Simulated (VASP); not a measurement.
## Sr: single point with PBEsol

The system is Sr.

```
CELL_PARAMETERS angstrom
-2.43500 2.43500 2.43500
2.43500 -2.43500 2.43500
2.43500 2.43500 -2.43500
ATOMIC_POSITIONS crystal
Sr 0.00000 0.00000 0.00000
```

- Program: VASP 6.6.1
- Task: single point
- Functional: PBEsol
- Potentials or basis: VASP PAW PBE potentials, release 64 (Sr_sv)
- Cutoff: 520 eV
- k mesh: 8 × 8 × 8
- Occupations: gaussian, width 0.1 eV
- Spin: no spin polarisation
- Dipole correction: no
- Further INCAR settings: ALGO = Normal; EDIFF = 1e-06; NBANDS = 11

* Pressure: -1.3 GPa
* Band gap on the k mesh: zero (band 5 reaches 1.67 eV, above the bottom of band 6 at 1.27 eV)

Levels at points of the mesh, in eV from the Fermi level:
| k point | band 1 | band 2 | band 3 | band 4 | band 5 | band 6 | band 7 | band 8 | band 9 | band 10 |
| --- | --- | --- | --- | --- | --- | --- | --- | --- | --- | --- |
| (0.00, 0.00, 0.00) | -36.64 | -18.55 | -18.55 | -18.55 | -3.59 | 2.29 | 2.29 | 2.29 | 3.57 | 3.57 |
| (0.50, 0.00, 0.00) | -36.63 | -18.72 | -18.61 | -18.55 | -1.00 | 0.16 | 1.19 | 3.36 | 4.03 | 5.18 |
| (0.50, 0.50, 0.50) | -36.62 | -18.67 | -18.67 | -18.67 | -0.08 | -0.08 | 3.41 | 3.41 | 3.41 | 4.80 |

Wall time 17 s on 1 thread of Intel Xeon 8259CL (shared host), peak memory 0.17 GiB.

Caveat: the PAW data sets were made with another functional, which shifts forces and pressure a little.
